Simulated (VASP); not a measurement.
# SnTe in VASP: notebook

Runs on SnTe. Level: PBE. Tasks: single point.

Everything below comes from runs of VASP 6.6.1. Logs are shortened: lines on timing, memory, paths and dates and some standing lists are left out, and cuts for length are marked.

**1. The cell of the first run**

It takes space group I-4m2 (No. 119, tetragonal). The conventional cell has a = 5.208 Å, b = 5.208 Å, c = 7.473 Å, α = 90.00°, β = 90.00°, γ = 90.00°. Within 4.2 Å of Sn (site symmetry -4m2) lie 4 Te at 3.20 Å. Within 4.2 Å of Te (site symmetry -4m2) lie 4 Sn at 3.20 Å.

**2. Single point, PBE (strained)**

Input file INCAR:

```
  PREC = Accurate
  ENCUT = 520
  EDIFF = 1E-6
  ISMEAR = 0
  SIGMA = 0.05
  LREAL = F
  LASPH = T
  NELM = 100
  ALGO = Normal
  ISIF = 2
  LWAVE = F
  LCHARG = F
  GGA = PE
  NBANDS = 17
```

Input file KPOINTS:

```
Automatic mesh
0
Gamma
  8 8 8
```

Input file POSCAR:

```
SnTe
1.0
    0.0000000000      3.6824661335      3.7366333235
    3.6824661335      0.0000000000      3.7366333235
    3.6824661335      3.6824661335      0.0000000000
Sn Te
1 1
Direct
    0.0000000000      0.0000000000      0.0000000000
    0.7500000000      0.7500000000      0.7500000000
```

Potentials or basis: VASP PAW PBE potentials, release 64 (Sn_d, Te).

The run is started by

```console
> cat potpaw_PBE.64/Sn_d/POTCAR potpaw_PBE.64/Te/POTCAR > POTCAR
> mpirun -np 1 vasp_std > vasp.out
```

OUTCAR:

```text
PREC = Accurate
   ENCUT = 520
   EDIFF = 1E-6
   ISMEAR = 0
   LREAL = F
   LASPH = T
   NELM = 100
   ISIF = 2
   GGA = PE

 ion  position               nearest neighbor table
   1  0.000  0.000  0.000-   2 3.20   2 3.20   2 3.20   2 3.20
   2  0.750  0.750  0.750-   1 3.20   1 3.20   1 3.20   1 3.20

  LATTYP: Found a body centered tetragonal cell.
 ALAT       =     5.2077935490
 C/A-ratio  =     1.4350159193

  Lattice vectors:

 A1 = (  -3.6824661335,   0.0000000000,   3.7366333235)
 A2 = (   3.6824661335,   0.0000000000,   3.7366333235)
 A3 = (   0.0000000000,   3.6824661335,  -3.7366333235)

Analysis of symmetry for initial positions (statically):
=====================================================================
 Subroutine PRICEL returns:
 Original cell was already a primitive cell.

 Routine SETGRP: Setting up the symmetry group for a
 body centered tetragonal supercell.

 Subroutine GETGRP returns: Found  8 space group operations
 (whereof  8 operations were pure point group operations)
 out of a pool of 16 trial point group operations.

The static configuration has the point symmetry D_2d.

Analysis of symmetry for dynamics (positions and initial velocities):
=====================================================================
 Subroutine PRICEL returns:
 Original cell was already a primitive cell.

 Routine SETGRP: Setting up the symmetry group for a
 body centered tetragonal supercell.

 Subroutine GETGRP returns: Found  8 space group operations
 (whereof  8 operations were pure point group operations)
 out of a pool of 16 trial point group operations.

The dynamic configuration has the point symmetry D_2d.

 Subroutine INISYM returns: Found  8 space group operations
 (whereof  8 operations are pure point group operations),
 and found     1 'primitive' translations

----------------------------------------------------------------------------------------

                                     Primitive cell

  volume of cell :     101.3417

  direct lattice vectors                    reciprocal lattice vectors
     0.000000000  3.682466134  3.736633323    -0.135778574  0.135778574  0.133810293
     3.682466134  0.000000000  3.736633323     0.135778574 -0.135778574  0.133810293
     3.682466134  3.682466134  0.000000000     0.135778574  0.135778574 -0.133810293

  length of vectors
     5.246235357  5.246235357  5.207793549     0.234044519  0.234044519  0.234044519

  position of ions in fractional coordinates (direct lattice)
     0.000000000  0.000000000  0.000000000
     0.750000000  0.750000000  0.750000000

  ion indices of the primitive-cell ions
   primitive index   ion index
                 1           1
                 2           2

----------------------------------------------------------------------------------------

 KPOINTS: Automatic mesh

Automatic generation of k-mesh.
 Grid dimensions read from file:
 generate k-points for:    8    8    8

 Generating k-lattice:

  Cartesian coordinates                     Fractional coordinates (reciprocal lattice)
    -0.016972322  0.016972322  0.016726287     0.125000000  0.000000000  0.000000000
     0.016972322 -0.016972322  0.016726287     0.000000000  0.125000000  0.000000000
     0.016972322  0.016972322 -0.016726287     0.000000000  0.000000000  0.125000000

  Length of vectors
     0.029255565  0.029255565  0.029255565

  Shift w.r.t. Gamma in fractional coordinates (k-lattice)
     0.000000000  0.000000000  0.000000000

 Subroutine IBZKPT returns following result:
 ===========================================

 Found     59 irreducible k-points:

 Following reciprocal coordinates:
            Coordinates               Weight
  0.000000  0.000000  0.000000      1.000000
  0.125000  0.000000  0.000000      8.000000
  0.250000  0.000000  0.000000      8.000000
  0.375000  0.000000  0.000000      8.000000
  0.500000  0.000000  0.000000      4.000000
  0.125000  0.125000  0.000000      2.000000
[... 16 lines left out ...]
  0.250000  0.000000  0.125000     16.000000
  0.375000  0.000000  0.125000     16.000000
 [... further k-points ...]
   k-points           NKPTS =     59   k-points in BZ     NKDIM =     59   number of bands    NBANDS=     17
   number of dos      NEDOS =    301   number of ions     NIONS =      2
   total plane-waves  NPLWV =  64000
   dimension x,y,z NGX =    40 NGY =   40 NGZ =   40
   dimension x,y,z NGXF=    80 NGYF=   80 NGZF=   80
   ions per type =               1   1
   NGX,Y,Z   is equivalent  to a cutoff of  12.68, 12.68, 12.77 a.u.
   NGXF,Y,Z  is equivalent  to a cutoff of  25.35, 25.35, 25.54 a.u.
 SYSTEM =  unknown system
   PREC   = accura    normal or accurate (medium, high low for compatibility)
   ISTART =      0    job   : 0-new  1-cont  2-samecut
   ICHARG =      2    charge: 1-file 2-atom 10-const
   ISPIN  =      1    spin polarized calculation?
   LNONCOLLINEAR =      F non collinear calculations
   LSORBIT =      F    spin-orbit coupling
   LASPH  =      T    aspherical Exc in radial PAW
   ENCUT  =  520.0 eV  38.22 Ry    6.18 a.u.   9.75  9.75  9.68*2*pi/ulx,y,z
   NELM   =    100;   NELMIN=  2; NELMDL= -5     # of ELM steps
   EDIFF  = 0.1E-05   stopping-criterion for ELM
   LREAL  =      F    real-space projection
   EDIFFG = 0.1E-04   stopping-criterion for IOM
   NSW    =      0    number of steps for IOM
   IBRION =     -1    ionic relax: 0-MD 1-quasi-New 2-CG
   NFREE  =      0    steps in history (QN), initial steepest desc. (CG)
   ISIF   =      2    stress and relaxation
   ISYM   =      2    0-nonsym 1-usesym 2-fastsym
   POTIM  = 0.5000    time-step for ionic-motion
   TEBEG  =    0.0;   TEEND  =   0.0 temperature during run
   PSTRESS=    0.0 pullay stress
   NELECT =      20.0000    total number of electrons
   NUPDOWN=      -1.0000    fix difference up-down
   EMIN   =  10.00;   EMAX   =-10.00  energy-range for DOS
   EFERMI =   0.00;   METHOD = LEGACY
   ISMEAR =     0;   SIGMA  =   0.05  broadening in eV -4-tet -1-fermi 0-gaus
   EFERMI_NEDOS =   21; number of points for ismear=-14 and -15
   IALGO  =     38    algorithm
   IMIX   =      4    mixing-type and parameters
     AMIX     =   0.40;   BMIX     =  1.00
     AMIX_MAG =   1.60;   BMIX_MAG =  1.00
  volume/ion in A,a.u.               =      50.67       341.94
  Fermi-wavevector in a.u.,A,eV,Ry     =   0.953137  1.801168 12.360496  0.908471
  Thomas-Fermi vector in A             =   2.081765
   LORBIT       =      0    0 simple, 1 ext, 2 COOP (PROOUT), +10 PAW based schemes
   GGA     = PE    functional components
   LHFCALC =     F    Hartree Fock is set to
   AEXX    =    0.0000 exact exchange contribution
   IVDW    =     0    specifies the selected vdW correction
   LEPSILON=     F    determine dielectric tensor
   LRPA    =     F    only Hartree local field effects (RPA)
 non-spin polarized calculation
 Gauss-broadening in eV      SIGMA  =   0.05
  energy-cutoff  :      520.00
  volume of cell :      101.34
 maximum number of plane-waves:      2746
   NGX = 19   NGY = 19   NGZ = 19

 number of electron      20.0000004 magnetization

 Free energy of the ion-electron system (eV)
  ---------------------------------------------------
  ext. energy  EPLUGINS =         0.00000000
  ---------------------------------------------------
  free energy    TOTEN  =        -7.02603270 eV

  energy without entropy =       -7.02603233  energy(sigma->0) =       -7.02603251

 E-fermi :   2.6627     XC(G=0):  -7.1552

 val. band max:        2.5300188275   @ k =  -0.2500   0.5000   0.2500
 cond. band min:       2.7891847108   @ k =   0.5000   0.0000   0.5000
 fundamental gap:      0.2591658833
 Fermi energy:         2.6627040679

 k-point     1 :       0.0000    0.0000    0.0000
  band No.  band energies     occupation
      1     -19.2521      2.00000
      2     -19.2503      2.00000
      3     -19.2503      2.00000
      4     -19.2471      2.00000
      5     -19.2449      2.00000
      6      -8.5984      2.00000
[... 9 lines left out ...]
     16       9.0879      0.00000
     17      10.0644      0.00000

 k-point     2 :       0.1250    0.0000    0.0000
  band No.  band energies     occupation
      1     -19.2520      2.00000
      2     -19.2503      2.00000
      3     -19.2501      2.00000
      4     -19.2471      2.00000
      5     -19.2449      2.00000
      6      -8.5417      2.00000
[... 9 lines left out ...]
     16       8.7243      0.00000
     17       9.8604      0.00000

 k-point     3 :       0.2500    0.0000    0.0000
  band No.  band energies     occupation
      1     -19.2520      2.00000
      2     -19.2503      2.00000
      3     -19.2498      2.00000
      4     -19.2471      2.00000
      5     -19.2449      2.00000
      6      -8.3931      2.00000
[... 9 lines left out ...]
     16       8.5166      0.00000
     17       9.7208      0.00000

 k-point     4 :       0.3750    0.0000    0.0000
  band No.  band energies     occupation
      1     -19.2520      2.00000
      2     -19.2502      2.00000
      3     -19.2496      2.00000
      4     -19.2470      2.00000
      5     -19.2448      2.00000
      6      -8.2232      2.00000
[... 9 lines left out ...]
     16       8.8523      0.00000
     17       9.5932      0.00000
[... 343 lines left out ...]
      1     -19.2518      2.00000
      2     -19.2506      2.00000
      3     -19.2500      2.00000
      4     -19.2472      2.00000
      5     -19.2449      2.00000
      6      -8.5221      2.00000
[... 9 lines left out ...]
     16       9.1169      0.00000
     17      10.3751      0.00000

 k-point    23 :       0.2500    0.0000    0.1250
  band No.  band energies     occupation
      1     -19.2516      2.00000
      2     -19.2508      2.00000
      3     -19.2497      2.00000
      4     -19.2472      2.00000
      5     -19.2448      2.00000
      6      -8.4025      2.00000
[... 9 lines left out ...]
     16       9.0748      0.00000
     17      10.2428      0.00000

 k-point    24 :       0.3750    0.0000    0.1250
  band No.  band energies     occupation
      1     -19.2517      2.00000
      2     -19.2505      2.00000
      3     -19.2495      2.00000
      4     -19.2471      2.00000
      5     -19.2448      2.00000
      6      -8.2354      2.00000
[... 9 lines left out ...]
     16       9.3016      0.00000
     17      10.0577      0.00000

 [... further k-points ...]
[... 5 lines left out ...]
  --------------------------------------------------------------------------------------
  -------------------------------------------------------------------------------------
  Total       -1.0008384     -1.0008384     -1.0514694      0.0000000      0.0000000     -0.0000000
  in kB      -15.8229170    -15.8229170    -16.6233753      0.0000000      0.0000000     -0.0000000
  external PRESSURE =     -16.0897365 kB  Pullay stress =       0.0000000 kB

 VOLUME and BASIS-vectors are now :
 -----------------------------------------------------------------------------
  energy-cutoff  :      520.00
  volume of cell :      101.34
      direct lattice vectors                 reciprocal lattice vectors
     0.000000000  3.682466134  3.736633323    -0.135778574  0.135778574  0.133810293
     3.682466134  0.000000000  3.736633323     0.135778574 -0.135778574  0.133810293
     3.682466134  3.682466134  0.000000000     0.135778574  0.135778574 -0.133810293

 POSITION                                       TOTAL-FORCE (eV/Angst)
 -----------------------------------------------------------------------------------
      0.00000      0.00000      0.00000         0.000000      0.000000      0.000000
      5.52370      5.52370      5.60495        -0.000000     -0.000000     -0.000000
 -----------------------------------------------------------------------------------
    total drift:                                0.000000      0.000000     -0.000000

  FREE ENERGIE OF THE ION-ELECTRON SYSTEM (eV)
  ---------------------------------------------------
  free  energy   TOTEN  =        -7.0260327037 eV

  energy  without entropy=       -7.0260323251  energy(sigma->0) =       -7.02603251
```

Run time: 52 s. Hardware: 1 thread of Intel Xeon 6975P-C (Granite Rapids), shared host; peak memory 0.29 GiB.

Results:

| Property | Result |
| --- | --- |
| Free energy | -7.0260 eV |
| Pressure | -1.6 GPa |
| Band gap on the k mesh | 0.26 eV, indirect (least direct gap 0.86 eV) |

Caveat: the cell differs from its parent crystal (strained); spin-orbit coupling is left out, which moves the levels of the heavy elements.

**3. Single point, PBE (strained and its atoms moved)**

Input file INCAR:

```
PREC = Accurate ; ENCUT = 520
EDIFF = 1E-7 ; ISMEAR = 0
SIGMA = 0.05 ; LREAL = F
LASPH = T ; NELM = 80
ALGO = Normal ; ISIF = 2
LWAVE = F ; LCHARG = F
GGA = PE ; NBANDS = 17
```

Input file KPOINTS:

```
regular mesh
0
Gamma
  8 8 8
```

Input file POSCAR:

```
SnTe
1.0
    0.0030333626      3.4665918256      3.5260674002
    3.5184839936      0.0000000000      3.5291007629
    3.5154506310      3.4665918256      0.0030333626
Sn Te
1 1
Direct
   -0.0083076120      0.0083076120     -0.0083076120
    0.7583076120      0.7416923880      0.7583076120
```

Potentials or basis: VASP PAW PBE potentials, release 64 (Sn_d, Te).

The run is started by

```console
> cat potpaw_PBE.64/Sn_d/POTCAR potpaw_PBE.64/Te/POTCAR > POTCAR
> mpirun -np 1 vasp_std > vasp.out
```

It took 2.1 min on 1 thread of Intel Xeon 6975P-C (Granite Rapids), shared host; peak memory 0.39 GiB.

The run converged. Its results:

- Free energy: -6.9869 eV
- Pressure: 2.6 GPa
- Largest force: 0.351 eV/Å
- Band gap on the k mesh: zero (band 10 reaches 4.18 eV, above the bottom of band 11 at 3.94 eV)

Forces in eV/Å, atoms in the order of the input:
```
Sn   0.000  0.351  0.000
Te   0.000 -0.351  0.000
```

Stress tensor (GPa, compression positive):
```
2.60 0.00 1.24
0.00 2.44 0.00
1.24 0.00 2.62
```

Levels at points of the mesh, in eV from the Fermi level:
```tsv
k point	band 6	band 7	band 8	band 9	band 10	band 11	band 12	band 13	band 14	band 15
(0.00, 0.00, 0.00)	-12.11	-4.98	-2.51	-2.17	-2.01	0.71	0.82	1.10	4.02	6.27
(0.50, 0.00, 0.00)	-11.49	-7.16	-3.07	-2.65	-2.36	1.44	1.94	3.59	5.53	6.65
(0.00, 0.50, 0.00)	-11.41	-7.50	-2.91	-2.67	-2.07	1.50	2.04	3.78	5.59	6.28
(0.50, 0.50, 0.00)	-11.18	-7.77	-3.53	-3.53	-0.78	-0.11	4.14	4.18	5.46	6.61
(0.50, 0.00, 0.50)	-11.17	-7.68	-3.75	-3.48	-0.95	-0.06	4.01	4.39	5.48	6.75
(0.00, 0.50, 0.50)	-11.18	-7.76	-3.54	-3.54	-0.79	-0.12	4.14	4.19	5.47	6.61
```

Caveat: the cell differs from its parent crystal (strained and its atoms moved); spin-orbit coupling is left out, which moves the levels of the heavy elements.
